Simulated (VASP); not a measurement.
# BP (F-43m) in VASP: notebook

The runs below take BP through single point, with PBEsol-based global hybrid, RPBE+D4.

Everything below comes from runs of VASP 6.6.1. Logs are shortened: lines on timing, memory, paths and dates and some standing lists are left out, and cuts for length are marked.

## (1) The cell of the first run

The structure is cubic, space group F-43m (No. 216). Conventional cell: a = 4.627 Å, b = 4.627 Å, c = 4.627 Å, α = 90.00°, β = 90.00°, γ = 90.00°. Within 2.7 Å of P (site symmetry -43m) lie 4 B at 2.00 Å. B (site symmetry -43m) has 4 P at 2.00 Å within 2.7 Å.

## (2) Single point, PBEsol-based global hybrid

The input, POSCAR:

```
BP
1.0
    0.0000000000      2.3135014941      2.3135014941
    2.3135014941      0.0000000000      2.3135014941
    2.3135014941      2.3135014941      0.0000000000
P B
1 1
Direct
    0.7500000000      0.7500000000      0.7500000000
    0.0000000000      0.0000000000      0.0000000000
```

The input, INCAR.step1:

```
  PREC = Accurate
  ENCUT = 520
  EDIFF = 1E-5
  ISMEAR = -1
  SIGMA = 0.05
  LREAL = False
  LASPH = True
  NELM = 100
  ALGO = Normal
  ISIF = 2
  LWAVE = True
  GGA = PE
  NBANDS = 11
```

The input, INCAR.step2:

```
  PREC = Accurate
  ENCUT = 520
  EDIFF = 1E-6
  ISMEAR = -1
  SIGMA = 0.05
  LREAL = False
  LASPH = True
  NELM = 100
  ALGO = Normal
  ISIF = 2
  LWAVE = False
  LCHARG = True
  GGA = PS
  LHFCALC = True
  AEXX = 0.25
  PRECFOCK = Normal
  LELF = True
  LVHAR = True
  ISTART = 1
  NBANDS = 11
```

The input, KPOINTS:

```
Automatic mesh
0
Gamma
  5 5 5
```

Potentials or basis: VASP PAW PBE potentials, release 64 (P, B).

On the command line:

```console
$ cat potpaw_PBE.64/P/POTCAR potpaw_PBE.64/B/POTCAR > POTCAR
$ cp INCAR.step1 INCAR
$ mpirun -np 1 vasp_std > vasp.out
$ cp INCAR.step2 INCAR
$ mpirun -np 1 vasp_std > vasp.out
```

OUTCAR:

```text
PREC = Accurate
   ENCUT = 520
   EDIFF = 1E-6
   ISMEAR = -1
   LREAL = False
   LASPH = True
   NELM = 100
   ISIF = 2
   GGA = PS
   LHFCALC = True
   AEXX = 0.25
   PRECFOCK = Normal
   ISTART = 1

 ion  position               nearest neighbor table
   1  0.750  0.750  0.750-   2 2.00   2 2.00   2 2.00   2 2.00
   2  0.000  0.000  0.000-   1 2.00   1 2.00   1 2.00   1 2.00

  LATTYP: Found a face centered cubic cell.
 ALAT       =     4.6270029882

  Lattice vectors:

 A1 = (   0.0000000000,   2.3135014941,   2.3135014941)
 A2 = (   2.3135014941,   0.0000000000,   2.3135014941)
 A3 = (   2.3135014941,   2.3135014941,   0.0000000000)

Analysis of symmetry for initial positions (statically):
=====================================================================
 Subroutine PRICEL returns:
 Original cell was already a primitive cell.

 Routine SETGRP: Setting up the symmetry group for a
 face centered cubic supercell.

 Subroutine GETGRP returns: Found 24 space group operations
 (whereof 24 operations were pure point group operations)
 out of a pool of 48 trial point group operations.

The static configuration has the point symmetry T_d .

Analysis of symmetry for dynamics (positions and initial velocities):
=====================================================================
 Subroutine PRICEL returns:
 Original cell was already a primitive cell.

 Routine SETGRP: Setting up the symmetry group for a
 face centered cubic supercell.

 Subroutine GETGRP returns: Found 24 space group operations
 (whereof 24 operations were pure point group operations)
 out of a pool of 48 trial point group operations.

The dynamic configuration has the point symmetry T_d .

 Subroutine INISYM returns: Found 24 space group operations
 (whereof 24 operations are pure point group operations),
 and found     1 'primitive' translations

----------------------------------------------------------------------------------------

                                     Primitive cell

  volume of cell :      24.7651

  direct lattice vectors                    reciprocal lattice vectors
     0.000000000  2.313501494  2.313501494    -0.216122618  0.216122618  0.216122618
     2.313501494  0.000000000  2.313501494     0.216122618 -0.216122618  0.216122618
     2.313501494  2.313501494  0.000000000     0.216122618  0.216122618 -0.216122618

  length of vectors
     3.271785190  3.271785190  3.271785190     0.374335355  0.374335355  0.374335355

  position of ions in fractional coordinates (direct lattice)
     0.750000000  0.750000000  0.750000000
     0.000000000  0.000000000  0.000000000

  ion indices of the primitive-cell ions
   primitive index   ion index
                 1           1
                 2           2

----------------------------------------------------------------------------------------

 KPOINTS: Automatic mesh

Automatic generation of k-mesh.
 Grid dimensions read from file:
 generate k-points for:    5    5    5

 Generating k-lattice:

  Cartesian coordinates                     Fractional coordinates (reciprocal lattice)
    -0.043224524  0.043224524  0.043224524     0.200000000  0.000000000  0.000000000
     0.043224524 -0.043224524  0.043224524     0.000000000  0.200000000  0.000000000
     0.043224524  0.043224524 -0.043224524     0.000000000  0.000000000  0.200000000

  Length of vectors
     0.074867071  0.074867071  0.074867071

  Shift w.r.t. Gamma in fractional coordinates (k-lattice)
     0.000000000  0.000000000  0.000000000

 Subroutine IBZKPT returns following result:
 ===========================================

 Found     10 irreducible k-points:

 Following reciprocal coordinates:
            Coordinates               Weight
  0.000000  0.000000  0.000000      1.000000
  0.200000  0.000000  0.000000      8.000000
  0.400000  0.000000  0.000000      8.000000
  0.200000  0.200000  0.000000      6.000000
  0.400000  0.200000  0.000000     24.000000
 -0.400000  0.200000  0.000000     24.000000
 -0.200000  0.200000  0.000000     12.000000
  0.400000  0.400000  0.000000      6.000000
 -0.400000  0.400000  0.000000     12.000000
 -0.400000  0.400000  0.200000     24.000000
   k-points           NKPTS =     10   k-points in BZ     NKDIM =    125   number of bands    NBANDS=     11
   number of dos      NEDOS =    301   number of ions     NIONS =      2
   total plane-waves  NPLWV =  13824
   dimension x,y,z NGX =    24 NGY =   24 NGZ =   24
   dimension x,y,z NGXF=    48 NGYF=   48 NGZF=   48
   ions per type =               1   1
   NGX,Y,Z   is equivalent  to a cutoff of  12.19, 12.19, 12.19 a.u.
   NGXF,Y,Z  is equivalent  to a cutoff of  24.39, 24.39, 24.39 a.u.
 SYSTEM =  unknown system
   PREC   = accura    normal or accurate (medium, high low for compatibility)
   ISTART =      1    job   : 0-new  1-cont  2-samecut
   ICHARG =      0    charge: 1-file 2-atom 10-const
   ISPIN  =      1    spin polarized calculation?
   LNONCOLLINEAR =      F non collinear calculations
   LSORBIT =      F    spin-orbit coupling
   LASPH  =      T    aspherical Exc in radial PAW
   ENCUT  =  520.0 eV  38.22 Ry    6.18 a.u.   6.08  6.08  6.08*2*pi/ulx,y,z
   NELM   =    100;   NELMIN=  2; NELMDL=  0     # of ELM steps
   EDIFF  = 0.1E-05   stopping-criterion for ELM
   LREAL  =      F    real-space projection
   EDIFFG = 0.1E-04   stopping-criterion for IOM
   NSW    =      0    number of steps for IOM
   IBRION =     -1    ionic relax: 0-MD 1-quasi-New 2-CG
   NFREE  =      0    steps in history (QN), initial steepest desc. (CG)
   ISIF   =      2    stress and relaxation
   ISYM   =      3    0-nonsym 1-usesym 2-fastsym
   POTIM  = 0.5000    time-step for ionic-motion
   TEBEG  =    0.0;   TEEND  =   0.0 temperature during run
   PSTRESS=    0.0 pullay stress
   NELECT =       8.0000    total number of electrons
   NUPDOWN=      -1.0000    fix difference up-down
   EMIN   =  10.00;   EMAX   =-10.00  energy-range for DOS
   EFERMI =   0.00;   METHOD = LEGACY
   ISMEAR =    -1;   SIGMA  =   0.05  broadening in eV -4-tet -1-fermi 0-gaus
   EFERMI_NEDOS =   21; number of points for ismear=-14 and -15
   IALGO  =     38    algorithm
   IMIX   =      1    mixing-type and parameters
     AMIX     =   0.40;   BMIX     =  1.00
     AMIX_MAG =   1.60;   BMIX_MAG =  1.00
  volume/ion in A,a.u.               =      12.38        83.56
  Fermi-wavevector in a.u.,A,eV,Ry     =   1.123290  2.122709 17.167550  1.261779
  Thomas-Fermi vector in A             =   2.259955
   LORBIT       =      0    0 simple, 1 ext, 2 COOP (PROOUT), +10 PAW based schemes
   GGA     = PS    functional components
   LHFCALC =     T    Hartree Fock is set to
   PRECFOCK=normal    Normal, Fast or Accurate (Low or Medium for compatibility)
   ENCUT4O =  -1.0   cutoff for four orbital integrals eV
   NKREDX  =     1    reduce k-point grid by
   NKREDY  =     1    reduce k-point grid by
   NKREDZ  =     1    reduce k-point grid by
   AEXX    =    0.2500 exact exchange contribution
   HFSCREEN=    0.0000 screening length (either q_TF or 0.3 A-1)
   HFSCREENC=   0.0000 screening length for correlation (either q_TF or 0.3 A-1)
   ENCUTFOCK=  -1.0 apply spherical cutoff to Coloumb kernel
   IVDW    =     0    specifies the selected vdW correction
   LEPSILON=     F    determine dielectric tensor
   LRPA    =     F    only Hartree local field effects (RPA)
 non-spin polarized calculation
  energy-cutoff  :      520.00
  volume of cell :       24.77
 maximum number of plane-waves:       678
  NGX = 20; NGY = 20; NGZ = 20

 number of electron       7.9999999 magnetization

 Free energy of the ion-electron system (eV)
  ---------------------------------------------------
  ext. energy  EPLUGINS =         0.00000000
  ---------------------------------------------------
  free energy    TOTEN  =       -16.18711699 eV

  energy without entropy =      -16.18711699  energy(sigma->0) =      -16.18711699

 E-fermi :   6.9685     XC(G=0):  -8.5097

 val. band max:        5.9306562949   @ k =   0.0000   0.0000   0.0000
 cond. band min:       8.6435467651   @ k =   0.4000   0.4000   0.0000
 fundamental gap:      2.7128904703
 Fermi energy:         6.9685045542

 k-point     1 :       0.0000    0.0000    0.0000
  band No.  band energies     occupation
      1     -10.6930      2.00000
      2       5.9307      2.00000
      3       5.9307      2.00000
      4       5.9307      2.00000
      5      10.8961      0.00000
      6      10.8961      0.00000
      7      10.8961      0.00000
      8      14.4440      0.00000
      9      18.6996      0.00000
     10      19.9726      0.00000
     11      19.9726      0.00000

 k-point     2 :       0.2000    0.0000    0.0000
  band No.  band energies     occupation
      1      -9.9441      2.00000
      2       2.0451      2.00000
      3       5.0484      2.00000
      4       5.0484      2.00000
      5      11.3816      0.00000
      6      12.0722      0.00000
      7      12.0722      0.00000
      8      16.4345      0.00000
      9      18.6017      0.00000
     10      18.6017      0.00000
     11      20.2130      0.00000

 k-point     3 :       0.4000    0.0000    0.0000
  band No.  band energies     occupation
      1      -7.9383      2.00000
      2      -2.6642      2.00000
      3       4.1736      2.00000
      4       4.1736      2.00000
      5      11.0804      0.00000
      6      12.3968      0.00000
      7      12.3968      0.00000
      8      17.7645      0.00000
      9      20.9138      0.00000
     10      20.9138      0.00000
     11      21.4266      0.00000

 k-point     4 :       0.2000    0.2000    0.0000
  band No.  band energies     occupation
      1      -9.6909      2.00000
      2       3.0281      2.00000
      3       3.6957      2.00000
      4       3.6957      2.00000
      5       9.6036      0.00000
      6      13.6321      0.00000
      7      14.1899      0.00000
      8      14.1899      0.00000
      9      18.5849      0.00000
     10      21.0316      0.00000
     11      21.4976      0.00000

 k-point     5 :       0.4000    0.2000    0.0000
  band No.  band energies     occupation
      1      -8.0438      2.00000
      2      -0.9885      2.00000
      3       2.3168      2.00000
      4       2.8969      2.00000
      5      10.2392      0.00000
      6      13.5894      0.00000
      7      14.8023      0.00000
      8      15.1528      0.00000
      9      20.9968      0.00000
     10      22.5493      0.00000
     11      23.0598      0.00000

 k-point     6 :      -0.4000    0.2000    0.0000
  band No.  band energies     occupation
      1      -6.7475      2.00000
      2      -3.0603      2.00000
      3       1.1199      2.00000
      4       3.3067      2.00000
      5      10.8051      0.00000
      6      14.3228      0.00000
      7      14.4376      0.00000
      8      17.8696      0.00000
      9      19.0973      0.00000
     10      20.1743      0.00000
     11      24.1595      0.00000

 k-point     7 :      -0.2000    0.2000    0.0000
  band No.  band energies     occupation
      1      -8.7399      2.00000
      2       0.2327      2.00000
      3       1.5839      2.00000
      4       4.6167      2.00000
      5      11.9665      0.00000
      6      12.9505      0.00000
      7      13.8404      0.00000
      8      15.8335      0.00000
      9      17.2048      0.00000
     10      21.2628      0.00000
     11      23.2424      0.00000

 k-point     8 :       0.4000    0.4000    0.0000
  band No.  band energies     occupation
      1      -6.8732      2.00000
      2      -1.8185      2.00000
      3       1.8312      2.00000
      4       1.8312      2.00000
      5       8.6435      0.00000
      6       9.8082      0.00000
      7      18.7826      0.00000
      8      18.7826      0.00000
      9      22.1821      0.00000
     10      23.8254      0.00000
     11      25.4409      0.00000

 k-point     9 :      -0.4000    0.4000    0.0000
  band No.  band energies     occupation
      1      -5.5498      2.00000
      2      -3.0857      2.00000
      3      -0.1892      2.00000
      4       2.0064      2.00000
      5       9.3415      0.00000
      6      12.2140      0.00000
      7      18.2369      0.00000
      8      18.8037      0.00000
      9      20.1024      0.00000
     10      21.5920      0.00000
     11      25.6969      0.00000

 k-point    10 :      -0.4000    0.4000    0.2000
  band No.  band energies     occupation
      1      -6.2490      2.00000
      2      -2.2374      2.00000
      3       0.0132      2.00000
      4       1.4592      2.00000
      5      12.1825      0.00000
      6      13.1740      0.00000
      7      14.2933      0.00000
      8      18.1974      0.00000
      9      19.2581      0.00000
     10      22.2274      0.00000
     11      25.5095      0.00000

------------------------ aborting loop because EDIFF is reached ----------------------------------------

  FORCE on cell =-STRESS in cart. coord.  units (eV):
  Direction    XX          YY          ZZ          XY          YZ          ZX
  --------------------------------------------------------------------------------------
  -------------------------------------------------------------------------------------
  Total       -1.9212150     -1.9212150     -1.9212150     -0.0000000      0.0000000     -0.0000000
  in kB     -124.2931525   -124.2931525   -124.2931525     -0.0000000      0.0000000     -0.0000000
  external PRESSURE =    -124.2931525 kB  Pullay stress =       0.0000000 kB

 VOLUME and BASIS-vectors are now :
 -----------------------------------------------------------------------------
  energy-cutoff  :      520.00
  volume of cell :       24.77
      direct lattice vectors                 reciprocal lattice vectors
     0.000000000  2.313501494  2.313501494    -0.216122618  0.216122618  0.216122618
     2.313501494  0.000000000  2.313501494     0.216122618 -0.216122618  0.216122618
     2.313501494  2.313501494  0.000000000     0.216122618  0.216122618 -0.216122618

 POSITION                                       TOTAL-FORCE (eV/Angst)
 -----------------------------------------------------------------------------------
      3.47025      3.47025      3.47025         0.000000      0.000000      0.000000
      0.00000      0.00000      0.00000        -0.000000     -0.000000     -0.000000
 -----------------------------------------------------------------------------------
    total drift:                               -0.000000     -0.000000     -0.000000

  FREE ENERGIE OF THE ION-ELECTRON SYSTEM (eV)
  ---------------------------------------------------
  free  energy   TOTEN  =       -16.1871169894 eV

  energy  without entropy=      -16.1871169894  energy(sigma->0) =      -16.18711699
```

Run time: 83 s. Hardware: 1 thread of Intel Xeon 6975P-C (Granite Rapids), shared host; peak memory 0.13 GiB.

Results:

```
Free energy            : -16.1871 eV
Pressure               : -12.4 GPa
Band gap on the k mesh : 2.71 eV, indirect (least direct gap 4.97 eV)
```

Caveat: the k points lie up to 0.47 Å⁻¹ apart; the PAW data sets were made with another functional, which shifts forces and pressure a little.

## (3) Single point, PBEsol-based global hybrid

This run uses another cell than the first one, of 11.68 Å³/atom, 0.943 times its volume.

The input, POSCAR:

```
BP
1.0
    0.0000000000      2.2690000000      2.2690000000
    2.2690000000      0.0000000000      2.2690000000
    2.2690000000      2.2690000000      0.0000000000
P B
1 1
Direct
    0.7500000000      0.7500000000      0.7500000000
    0.0000000000      0.0000000000      0.0000000000
```

The input, INCAR.step1:

```
ALGO = Normal
EDIFF = 1E-5
ENCUT = 520
GGA = PE
ISIF = 2
ISMEAR = -1
LASPH = True
LREAL = False
LWAVE = True
NBANDS = 11
NELM = 100
PREC = Accurate
SIGMA = 0.05
```

The input, INCAR.step2:

```
AEXX = 0.25
ALGO = Normal
EDIFF = 1E-7
ENCUT = 520
GGA = PS
ISIF = 2
ISMEAR = -1
ISTART = 1
LASPH = True
LCHARG = True
LELF = True
LHFCALC = True
LREAL = False
LVHAR = True
LWAVE = False
NBANDS = 11
NELM = 100
PREC = Accurate
PRECFOCK = Normal
SIGMA = 0.05
```

The input, KPOINTS:

```
k-points
0
Gamma
  6 6 6
```

Potentials or basis: VASP PAW PBE potentials, release 64 (P, B).

On the command line:

```console
$ cat potpaw_PBE.64/P/POTCAR potpaw_PBE.64/B/POTCAR > POTCAR
$ cp INCAR.step1 INCAR
$ mpirun -np 1 vasp_std > vasp.out
$ cp INCAR.step2 INCAR
$ mpirun -np 1 vasp_std > vasp.out
```

It took 3.4 min on 1 thread of Intel Xeon 6975P-C (Granite Rapids), shared host; peak memory 0.14 GiB.

It converged, with:

| Quantity | Value |
| --- | --- |
| Free energy | -16.2811 eV |
| Pressure | -4.0 GPa |
| Band gap on the k mesh | 2.72 eV, indirect (least direct gap 5.02 eV) |

Levels at points of the mesh, in eV from the valence-band top:
```csv
k point,band 1,band 2,band 3,band 4,band 5,band 6,band 7,band 8,band 9
"(0.00, 0.00, 0.00)",-17.19,0.00,0.00,0.00,5.02,5.02,5.02,9.40,13.16
"(0.50, 0.00, 0.00)",-13.51,-10.11,-1.96,-1.96,5.43,6.41,6.41,11.97,16.90
"(0.50, 0.50, 0.00)",-11.78,-9.65,-4.58,-4.58,2.72,3.03,14.57,14.57,17.65
```

Caveat: the PAW data sets were made with another functional, which shifts forces and pressure a little.

## (4) Single point, RPBE+D4

This run uses another cell than the first one, of 11.11 Å³/atom, 0.897 times its volume.

The input, INCAR:

```
  PREC = Accurate
  ENCUT = 520
  EDIFF = 1E-6
  ISMEAR = -1
  SIGMA = 0.05
  LREAL = False
  LASPH = True
  NELM = 60
  ALGO = Normal
  ISIF = 2
  LWAVE = False
  LCHARG = True
  GGA = RP
  IVDW = 13
  LELF = True
  LVHAR = True
  NBANDS = 11
```

The input, KPOINTS:

```
Automatic mesh
0
Gamma
  10 10 10
```

The input, POSCAR:

```
BP
1.0
    0.0000000000      2.2310888059      2.2310888059
    2.2310888059      0.0000000000      2.2310888059
    2.2310888059      2.2310888059      0.0000000000
P B
1 1
Direct
    0.7500000000      0.7500000000      0.7500000000
    0.0000000000      0.0000000000      0.0000000000
```

On the command line:

```console
$ cat potpaw_PBE.64/P/POTCAR potpaw_PBE.64/B/POTCAR > POTCAR
$ mpirun -np 1 vasp_std > vasp.out
```

Wall time 6.9 s (1 thread of AMD EPYC 9R45 (Zen 5), shared host); peak memory 0.11 GiB.

The run converged. Its results:

| Property | Result |
| --- | --- |
| Free energy | -13.8547 eV |
| Pressure | -0.6 GPa |
| Band gap on the k mesh | 1.17 eV, indirect (least direct gap 3.47 eV) |
| Dispersion energy per atom | -0.822 eV |

Levels at points of the mesh, in eV from the valence-band top:
| k point | band 2 | band 3 | band 4 | band 5 | band 6 | band 7 |
| --- | --- | --- | --- | --- | --- | --- |
| (0.00, 0.00, 0.00) | 0.00 | 0.00 | 0.00 | 3.47 | 3.47 | 3.47 |
| (0.50, 0.00, 0.00) | -9.41 | -1.82 | -1.82 | 4.09 | 4.73 | 4.73 |
| (0.50, 0.50, 0.00) | -8.88 | -4.30 | -4.30 | 1.22 | 1.65 | 12.64 |

Caveat: the PAW data sets were made with another functional, which shifts forces and pressure a little. A k mesh can miss the band edges.

## (5) Overview

| level | cell | k mesh | grid for exact exchange (PRECFOCK) | share of exact exchange | gap on the mesh (eV) | pressure (GPa) |
| --- | --- | --- | --- | --- | --- | --- |
| PBEsol-based global hybrid | a = 3.272 Å, angles 60.0°, 2 atoms | 5 × 5 × 5 | Normal | 0.25 | 2.71 | -12.4 |
| PBEsol-based global hybrid | a = 3.209 Å, angles 60.0°, 2 atoms | 6 × 6 × 6 | Normal | 0.25 | 2.72 | -4.0 |
| RPBE+D4 | a = 3.155 Å, angles 60.0°, 2 atoms | 10 × 10 × 10 | - | - | 1.17 | -0.6 |

Alike in all rows: task single point; potentials or basis VASP PAW PBE potentials, release 64 (P, B); no spin polarisation; cutoff (eV) 520; smearing fermi-dirac 0.05 eV.

Caveats: some runs use coarse meshes; the PAW data sets were made with another functional, which shifts forces and pressure a little.

Total energies depend on the potentials used, so only differences within one code and one set of settings carry meaning.
